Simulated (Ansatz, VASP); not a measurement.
**SnSe: VASP beside Ansatz**

```
CELL_PARAMETERS angstrom
0.00000 3.37878 2.38880
3.37878 0.00000 2.38880
3.37878 3.37878 0.00000
ATOMIC_POSITIONS crystal
Sn 0.00000 0.00000 0.00000
Se 0.50000 0.50000 0.50000
```

Alike in both runs: task single point; functional PBE; dispersion D3(BJ); k mesh 12 × 12 × 12; occupations gaussian, width 0.05 eV; no spin polarisation.

|  | VASP | Ansatz |
| --- | --- | --- |
| version | VASP 6.6.1 | Ansatz 0.2.0 |
| potentials or method | VASP PAW PBE potentials, release 64 (Sn_d, Se), cutoff 520 eV | scalar-relativistic, plane waves, PAW |
| valence electrons in the cell | 20 | 30 |

Ansatz gave:

- gap on the k mesh at the Fermi level (eV): none
- pressure (GPa): 16.8
- traceless stress, the component that is largest in VASP (GPa): 35.06

Problem. Estimate VASP's values.

Solution. gap on the k mesh at the Fermi level (eV): none; pressure (GPa): 16.7; traceless stress, the component that is largest in VASP (GPa): 34.93.

A gap of «none» marks a metal or a gap that the smearing closes. VASP's potentials hold 20 valence electrons a cell and Ansatz's 30, so a difference there can come from the potentials and not from the codes. Ansatz's warnings: dispersion switch in reach.
